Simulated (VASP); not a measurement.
A run of VASP 6.6.1:

Contents of INCAR:

```
PREC     = Accurate       # precision mode
ENCUT    = 520            # plane-wave cutoff, eV
EDIFF    = 1E-6           # SCF threshold, eV
ISMEAR   = -1             # smearing method
SIGMA    = 0.1            # smearing width, eV
LREAL    = F              # projectors in reciprocal space
LASPH    = T              # aspherical terms in the spheres
NELM     = 100            # most SCF steps
ALGO     = Normal         # electronic algorithm
ISIF     = 2              # what is computed and relaxed
LWAVE    = F              # write WAVECAR
LCHARG   = F              # write CHGCAR
GGA      = B5             # functional
ALDAX    = 1.0          
AGGAX    = 1.0          
AGGAC    = 1.0          
ALDAC    = 0.0          
NBANDS   = 19             # bands
```

The input KPOINTS:

```
regular mesh
0
Gamma
  8 8 5
```

The input POSCAR:

```
Hg
1.0
   -5.1464622375      5.1510797578      2.7668526933
    5.1510797578     -5.1464622375      2.7668526933
    5.1488979366      5.1488979366     -2.7583956965
Hg
2
Direct
    0.0001584033      0.9998415967      1.0000000000
    0.7498415967      0.2501584033      0.5000000000
```

Potentials or basis: VASP PAW PBE potentials, release 64 (Hg).

Run with:

```sh
$ cat potpaw_PBE.64/Hg/POTCAR > POTCAR
$ mpirun -np 1 vasp_std > vasp.out
```

Hardware: 1 thread of Intel Xeon 8259CL, on a shared host.

**Question.** Estimate the wall time of this run.

**Answer.** Wall time 17 min on 1 thread of Intel Xeon 8259CL, on a shared host, peak memory 0.76 GiB. Counts: scf iterations 13, k points 93.
